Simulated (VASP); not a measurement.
# BaS (P-6m2) in VASP: settings compared

The runs below take BaS through single point, relaxation of cell and atoms, with r2SCAN, PBE.

Program: VASP 6.6.1. These are calculated values, not measurements. Logs are shortened: lines on timing, memory, paths and dates and some standing lists are left out, and cuts for length are marked.

## (1) The cell of the first run

The structure is hexagonal, space group P-6m2 (No. 187). The conventional cell has a = 4.366 Å, b = 4.366 Å, c = 3.978 Å, α = 90.00°, β = 90.00°, γ = 120.00°. Within 4.2 Å of Ba (site symmetry -6m2) lie 6 S at 3.21 Å and 2 Ba at 3.98 Å. S (site symmetry -6m2) has 6 Ba at 3.21 Å and 2 S at 3.98 Å within 4.2 Å.

## (2) Single point, r2SCAN

File POSCAR:

```
BaS
1.0
    4.3657349495      0.0000000000      0.0000000000
   -2.1828674748      3.7808373724      0.0000000000
    0.0000000000      0.0000000000      3.9780918227
Ba S
1 1
Direct
    0.0000000000      0.0000000000      0.5000000000
    0.6666666667      0.3333333333      0.0000000000
```

File INCAR.step1:

```
PREC = Accurate ; ENCUT = 520
ISMEAR = 0 ; SIGMA = 0.02
LREAL = F ; LASPH = T
NELM = 100 ; NBANDS = 15
GGA = PE ; ALGO = Normal
EDIFF = 1E-4 ; LWAVE = T
LCHARG = F
```

File INCAR.step2:

```
PREC = Accurate ; ENCUT = 520
EDIFF = 1E-7 ; ISMEAR = 0
SIGMA = 0.02 ; LREAL = F
LASPH = T ; NELM = 100
ALGO = Normal ; ISIF = 2
LWAVE = F ; LCHARG = T
METAGGA = R2SCAN ; LMIXTAU = T
LELF = T ; LVHAR = T
NBANDS = 15 ; ISTART = 1
```

File KPOINTS:

```
regular mesh
0
Gamma
  6 6 8
```

Potentials or basis: VASP PAW PBE potentials, release 64 (Ba_sv, S).

Run with:

```console
cat potpaw_PBE.64/Ba_sv/POTCAR potpaw_PBE.64/S/POTCAR > POTCAR
cp INCAR.step1 INCAR
mpirun -np 1 vasp_std > vasp.out
cp INCAR.step2 INCAR
mpirun -np 1 vasp_std > vasp.out
```

OUTCAR:

```text
PREC = Accurate
   ENCUT = 520
   EDIFF = 1E-7
   ISMEAR = 0
   LREAL = F
   LASPH = T
   NELM = 100
   ISIF = 2
   METAGGA = R2SCAN
   ISTART = 1

 ion  position               nearest neighbor table
   1  0.000  0.000  0.500-   2 3.21   2 3.21   2 3.21   2 3.21   2 3.21   2 3.21
   2  0.667  0.333  0.000-   1 3.21   1 3.21   1 3.21   1 3.21   1 3.21   1 3.21

  LATTYP: Found a hexagonal cell.
 ALAT       =     4.3657349495
 C/A-ratio  =     0.9112078192

  Lattice vectors:

 A1 = (   4.3657349495,   0.0000000000,   0.0000000000)
 A2 = (  -2.1828674748,   3.7808373724,   0.0000000000)
 A3 = (   0.0000000000,   0.0000000000,   3.9780918227)

Analysis of symmetry for initial positions (statically):
=====================================================================
 Subroutine PRICEL returns:
 Original cell was already a primitive cell.

 Routine SETGRP: Setting up the symmetry group for a
 hexagonal supercell.

 Subroutine GETGRP returns: Found 12 space group operations
 (whereof 12 operations were pure point group operations)
 out of a pool of 24 trial point group operations.

The static configuration has the point symmetry D_3h.

Analysis of symmetry for dynamics (positions and initial velocities):
=====================================================================
 Subroutine PRICEL returns:
 Original cell was already a primitive cell.

 Routine SETGRP: Setting up the symmetry group for a
 hexagonal supercell.

 Subroutine GETGRP returns: Found 12 space group operations
 (whereof 12 operations were pure point group operations)
 out of a pool of 24 trial point group operations.

The dynamic configuration has the point symmetry D_3h.

 Subroutine INISYM returns: Found 12 space group operations
 (whereof 12 operations are pure point group operations),
 and found     1 'primitive' translations

----------------------------------------------------------------------------------------

                                     Primitive cell

  volume of cell :      65.6629

  direct lattice vectors                    reciprocal lattice vectors
     4.365734950  0.000000000  0.000000000     0.229056507  0.132245836  0.000000000
    -2.182867475  3.780837372  0.000000000     0.000000000  0.264491672  0.000000000
     0.000000000  0.000000000  3.978091823     0.000000000  0.000000000  0.251376802

  length of vectors
     4.365734950  4.365734949  3.978091823     0.264491672  0.264491672  0.251376802

  position of ions in fractional coordinates (direct lattice)
     0.000000000  0.000000000  0.500000000
     0.666666667  0.333333333  0.000000000

  ion indices of the primitive-cell ions
   primitive index   ion index
                 1           1
                 2           2

----------------------------------------------------------------------------------------

 KPOINTS: regular mesh

Automatic generation of k-mesh.
 Grid dimensions read from file:
 generate k-points for:    6    6    8

 Generating k-lattice:

  Cartesian coordinates                     Fractional coordinates (reciprocal lattice)
     0.038176085  0.022040973  0.000000000     0.166666667  0.000000000  0.000000000
     0.000000000  0.044081945  0.000000000     0.000000000  0.166666667  0.000000000
     0.000000000  0.000000000  0.031422100     0.000000000  0.000000000  0.125000000

  Length of vectors
     0.044081945  0.044081945  0.031422100

  Shift w.r.t. Gamma in fractional coordinates (k-lattice)
     0.000000000  0.000000000  0.000000000

 Subroutine IBZKPT returns following result:
 ===========================================

 Found     35 irreducible k-points:

 Following reciprocal coordinates:
            Coordinates               Weight
  0.000000  0.000000  0.000000      1.000000
  0.166667  0.000000  0.000000      6.000000
  0.333333  0.000000  0.000000      6.000000
  0.500000  0.000000  0.000000      3.000000
  0.166667  0.166667  0.000000      6.000000
  0.333333  0.166667  0.000000     12.000000
[... 16 lines left out ...]
  0.166667  0.000000  0.375000     12.000000
  0.333333  0.000000  0.375000     12.000000
 [... further k-points ...]
   k-points           NKPTS =     35   k-points in BZ     NKDIM =     35   number of bands    NBANDS=     15
   number of dos      NEDOS =    301   number of ions     NIONS =      2
   total plane-waves  NPLWV =  30720
   dimension x,y,z NGX =    32 NGY =   32 NGZ =   30
   dimension x,y,z NGXF=    64 NGYF=   64 NGZF=   60
   ions per type =               1   1
   NGX,Y,Z   is equivalent  to a cutoff of  12.19, 12.19, 12.54 a.u.
   NGXF,Y,Z  is equivalent  to a cutoff of  24.37, 24.37, 25.07 a.u.
 SYSTEM =  unknown system
   PREC   = accura    normal or accurate (medium, high low for compatibility)
   ISTART =      1    job   : 0-new  1-cont  2-samecut
   ICHARG =      0    charge: 1-file 2-atom 10-const
   ISPIN  =      1    spin polarized calculation?
   LNONCOLLINEAR =      F non collinear calculations
   LSORBIT =      F    spin-orbit coupling
   LASPH  =      T    aspherical Exc in radial PAW
   ENCUT  =  520.0 eV  38.22 Ry    6.18 a.u.   8.12  8.12  7.40*2*pi/ulx,y,z
   NELM   =    100;   NELMIN=  2; NELMDL=  0     # of ELM steps
   EDIFF  = 0.1E-06   stopping-criterion for ELM
   LREAL  =      F    real-space projection
   EDIFFG = 0.1E-05   stopping-criterion for IOM
   NSW    =      0    number of steps for IOM
   IBRION =     -1    ionic relax: 0-MD 1-quasi-New 2-CG
   NFREE  =      0    steps in history (QN), initial steepest desc. (CG)
   ISIF   =      2    stress and relaxation
   ISYM   =      2    0-nonsym 1-usesym 2-fastsym
   POTIM  = 0.5000    time-step for ionic-motion
   TEBEG  =    0.0;   TEEND  =   0.0 temperature during run
   PSTRESS=    0.0 pullay stress
   NELECT =      16.0000    total number of electrons
   NUPDOWN=      -1.0000    fix difference up-down
   EMIN   =  10.00;   EMAX   =-10.00  energy-range for DOS
   EFERMI =   0.00;   METHOD = LEGACY
   ISMEAR =     0;   SIGMA  =   0.02  broadening in eV -4-tet -1-fermi 0-gaus
   EFERMI_NEDOS =   21; number of points for ismear=-14 and -15
   IALGO  =     38    algorithm
   IMIX   =      4    mixing-type and parameters
     AMIX     =   0.40;   BMIX     =  1.00
     AMIX_MAG =   1.60;   BMIX_MAG =  1.00
  volume/ion in A,a.u.               =      32.83       221.56
  Fermi-wavevector in a.u.,A,eV,Ry     =   1.022527  1.932296 14.225726  1.045561
  Thomas-Fermi vector in A             =   2.156211
   LORBIT       =      0    0 simple, 1 ext, 2 COOP (PROOUT), +10 PAW based schemes
   METAGGA = R2SCAN    functional components
   LHFCALC =     F    Hartree Fock is set to
   AEXX    =    0.0000 exact exchange contribution
   IVDW    =     0    specifies the selected vdW correction
   LEPSILON=     F    determine dielectric tensor
   LRPA    =     F    only Hartree local field effects (RPA)
 non-spin polarized calculation
 Gauss-broadening in eV      SIGMA  =   0.02
  energy-cutoff  :      520.00
  volume of cell :       65.66
 maximum number of plane-waves:      1790
   NGX = 17   NGY = 17   NGZ = 15

 number of electron      16.0000002 magnetization

 Free energy of the ion-electron system (eV)
  ---------------------------------------------------
  ext. energy  EPLUGINS =         0.00000000
  ---------------------------------------------------
  free energy    TOTEN  =       -38.91378713 eV

  energy without entropy =      -38.91378713  energy(sigma->0) =      -38.91378713

 E-fermi :   1.7277     XC(G=0):  -9.0230

 val. band max:        1.6468521793   @ k =   0.0000   0.0000   0.0000
 cond. band min:       3.9826401965   @ k =   0.0000   0.0000   0.0000
 fundamental gap:      2.3357880172
 Fermi energy:         1.7276970767

 k-point     1 :       0.0000    0.0000    0.0000
  band No.  band energies     occupation
      1     -25.8494      2.00000
      2     -10.4831      2.00000
      3     -10.4831      2.00000
      4     -10.3341      2.00000
      5      -9.5162      2.00000
      6       0.8363      2.00000
      7       0.8363      2.00000
      8       1.6469      2.00000
      9       3.9826      0.00000
     10       5.2207      0.00000
     11       7.6817      0.00000
     12       7.6817      0.00000
     13       8.6481      0.00000
     14       8.6481      0.00000
     15      11.0740      0.00000

 k-point     2 :       0.1667    0.0000    0.0000
  band No.  band energies     occupation
      1     -25.8380      2.00000
      2     -10.8607      2.00000
      3     -10.5163      2.00000
      4     -10.3118      2.00000
      5      -9.1492      2.00000
      6       0.4140      2.00000
      7       0.9355      2.00000
      8       1.4679      2.00000
      9       4.2730      0.00000
     10       6.1118      0.00000
     11       6.9721      0.00000
     12       7.8306      0.00000
     13       8.4313      0.00000
     14       8.7587      0.00000
     15      11.2953      0.00000

 k-point     3 :       0.3333    0.0000    0.0000
  band No.  band energies     occupation
      1     -25.8152      2.00000
      2     -11.3299      2.00000
      3     -10.5813      2.00000
      4     -10.2665      2.00000
      5      -8.7034      2.00000
      6      -0.1424      2.00000
      7       1.1168      2.00000
      8       1.1407      2.00000
      9       4.4054      0.00000
     10       6.7356      0.00000
     11       7.8245      0.00000
     12       8.0696      0.00000
     13       8.3813      0.00000
     14       8.7124      0.00000
     15      11.7077      0.00000

 k-point     4 :       0.5000    0.0000    0.0000
  band No.  band energies     occupation
      1     -25.8037      2.00000
      2     -11.5122      2.00000
      3     -10.6131      2.00000
      4     -10.2436      2.00000
      5      -8.5337      2.00000
      6      -0.3400      2.00000
      7       0.9893      2.00000
      8       1.1982      2.00000
      9       4.1679      0.00000
     10       7.4596      0.00000
     11       7.9138      0.00000
     12       8.5610      0.00000
     13       8.5959      0.00000
     14       8.8774      0.00000
     15      10.9141      0.00000
[... 307 lines left out ...]
 k-point    22 :       0.0000    0.0000    0.3750
  band No.  band energies     occupation
      1     -25.7944      2.00000
      2     -11.5611      2.00000
      3     -10.4026      2.00000
      4     -10.4026      2.00000
      5      -8.3389      2.00000
      6      -0.4763      2.00000
      7       0.9670      2.00000
      8       0.9670      2.00000
      9       5.9280      0.00000
     10       5.9280      0.00000
     11       6.6082      0.00000
     12       7.3570      0.00000
     13       7.3570      0.00000
     14       7.6497      0.00000
     15      11.5096      0.00000

 k-point    23 :       0.1667    0.0000    0.3750
  band No.  band energies     occupation
      1     -25.7844      2.00000
      2     -11.4514      2.00000
      3     -10.5459      2.00000
      4     -10.4305      2.00000
      5      -8.4720      2.00000
      6      -0.3032      2.00000
      7       0.8206      2.00000
      8       0.8363      2.00000
      9       5.2063      0.00000
     10       6.3260      0.00000
     11       6.8672      0.00000
     12       7.7552      0.00000
     13       7.9057      0.00000
     14       8.8179      0.00000
     15      12.1802      0.00000

 k-point    24 :       0.3333    0.0000    0.3750
  band No.  band energies     occupation
      1     -25.7641      2.00000
      2     -11.1985      2.00000
      3     -10.8033      2.00000
      4     -10.4854      2.00000
      5      -8.7923      2.00000
      6      -0.1063      2.00000
      7       0.5964      2.00000
      8       0.5985      2.00000
      9       5.1636      0.00000
     10       6.8990      0.00000
     11       7.4931      0.00000
     12       8.7721      0.00000
     13       9.0627      0.00000
     14      10.5354      0.00000
     15      11.8561      0.00000

 [... further k-points ...]
[... 5 lines left out ...]
  --------------------------------------------------------------------------------------
  -------------------------------------------------------------------------------------
  Total        0.1641211      0.1641211      0.2758484     -0.0000000      0.0000000      0.0000000
  in kB        4.0045610      4.0045610      6.7307092     -0.0000000      0.0000000      0.0000000
  external PRESSURE =       4.9132771 kB  Pullay stress =       0.0000000 kB

 VOLUME and BASIS-vectors are now :
 -----------------------------------------------------------------------------
  energy-cutoff  :      520.00
  volume of cell :       65.66
      direct lattice vectors                 reciprocal lattice vectors
     4.365734950  0.000000000  0.000000000     0.229056507  0.132245836  0.000000000
    -2.182867475  3.780837372  0.000000000     0.000000000  0.264491672  0.000000000
     0.000000000  0.000000000  3.978091823     0.000000000  0.000000000  0.251376802

 POSITION                                       TOTAL-FORCE (eV/Angst)
 -----------------------------------------------------------------------------------
      0.00000      0.00000      1.98905        -0.000000      0.000000      0.000000
      2.18287      1.26028      0.00000         0.000000      0.000000      0.000000
 -----------------------------------------------------------------------------------
    total drift:                               -0.000000      0.000000      0.000000

  FREE ENERGIE OF THE ION-ELECTRON SYSTEM (eV)
  ---------------------------------------------------
  free  energy   TOTEN  =       -38.9137871310 eV

  energy  without entropy=      -38.9137871310  energy(sigma->0) =      -38.91378713
```

Wall time 55 s (1 thread of Intel Xeon 6975P-C (Granite Rapids), shared host); peak memory 0.19 GiB.

Results:

```
Free energy            : -38.9138 eV
Pressure               : 0.5 GPa
Band gap on the k mesh : 2.34 eV, direct
```

Caveat: the PAW data sets were made with another functional, which shifts forces and pressure a little; spin-orbit coupling is left out, which moves the levels of the heavy elements. A k mesh can miss the band edges.

## (3) Relaxation of cell and atoms, PBE

This run uses another cell than the first one, of 39.42 Å³/atom, 1.201 times its volume.

File INCAR:

```
PREC = Accurate ; ENCUT = 600
EDIFF = 1E-6 ; ISMEAR = 0
SIGMA = 0.1 ; LREAL = False
LASPH = True ; NELM = 60
ALGO = Normal ; ISIF = 3
LWAVE = False ; LCHARG = False
GGA = PE ; IBRION = 2
NSW = 90 ; EDIFFG = -0.04
```

File KPOINTS:

```
regular mesh
0
Gamma
  6 6 6
```

File POSCAR:

```
BaS
1.0
    5.1668286700      0.0000000000      0.0000000000
   -2.5834143300      4.4746048800      0.0000000000
    0.0000000000      0.0000000000      3.4098210200
Ba S
1 1
Direct
    0.0000000000      0.0000000000      0.5000000000
    0.6666666700      0.3333333300      0.0000000000
```

Potentials or basis: VASP PAW PBE potentials, release 64 (Ba_sv, S).

Run with:

```console
cat potpaw_PBE.64/Ba_sv/POTCAR potpaw_PBE.64/S/POTCAR > POTCAR
mpirun -np 1 vasp_std > vasp.out
```

It took 81 s on 1 thread of Intel Xeon 6975P-C (Granite Rapids), shared host; peak memory 0.23 GiB.

The run converged. Its results:

* Free energy: -9.9160 eV
* Relaxed volume: 33.32 Å³/atom
* Relaxed cell: a = 4.385 Å, b = 4.385 Å, c = 4.001 Å, α = 90.00°, β = 90.00°, γ = 120.00°
* Space group after relaxing (to 0.05 Å): P-6m2 (No. 187)
* Energy gained by relaxing: 639.4 meV/atom
* Ionic steps: 6
* Pressure after relaxing: 0.0 GPa
* Band gap on the k mesh: 1.99 eV, direct

Stress tensor (GPa, compression positive):
```
 0.06  0.00  0.00
 0.00  0.06  0.00
 0.00  0.00 -0.04
```

Step by step:
```tsv
step	energy change (eV)	largest force (eV/Å)	pressure (GPa)	volume (Å³)
1	0.0000	0.0000	-3.22	78.83
2	-1.1778	0.0000	-0.76	68.91
3	-1.2627	0.0000	0.50	66.21
4	-1.2710	0.0000	1.22	64.84
5	-1.2779	0.0000	-0.36	67.26
6	-1.2788	0.0000	0.03	66.63
```

Final structure:
```
Ba S
1.0
     4.38533    0.00000    0.00000
    -2.19266    3.79780    0.00000
     0.00000    0.00000    4.00079
Ba S
1 1
Direct
  0.00000 0.00000 0.50000
  0.66667 0.33333 0.00000
```

Levels at points of the mesh, in eV from the valence-band top:
| k point | band 4 | band 5 | band 6 | band 7 | band 8 | band 9 | band 10 | band 11 | band 12 |
| --- | --- | --- | --- | --- | --- | --- | --- | --- | --- |
| (0.00, 0.00, 0.00) | -11.65 | -10.67 | -0.77 | -0.77 | 0.00 | 1.99 | 3.02 | 5.49 | 5.49 |
| (0.50, 0.00, 0.00) | -11.57 | -9.80 | -1.95 | -0.63 | -0.42 | 2.20 | 5.27 | 5.71 | 6.29 |
| (0.00, 0.00, 0.50) | -11.71 | -9.51 | -2.35 | -0.62 | -0.62 | 3.86 | 3.86 | 4.77 | 4.77 |
| (0.50, 0.00, 0.50) | -11.81 | -10.29 | -1.61 | -1.22 | -1.21 | 3.57 | 4.86 | 6.75 | 7.11 |

Caveat: the volume moved by over 15 % at a fixed basis, so the end points are rough; spin-orbit coupling is left out, which moves the levels of the heavy elements. A k mesh can miss the band edges.

(Continued in part 2 of 2.)
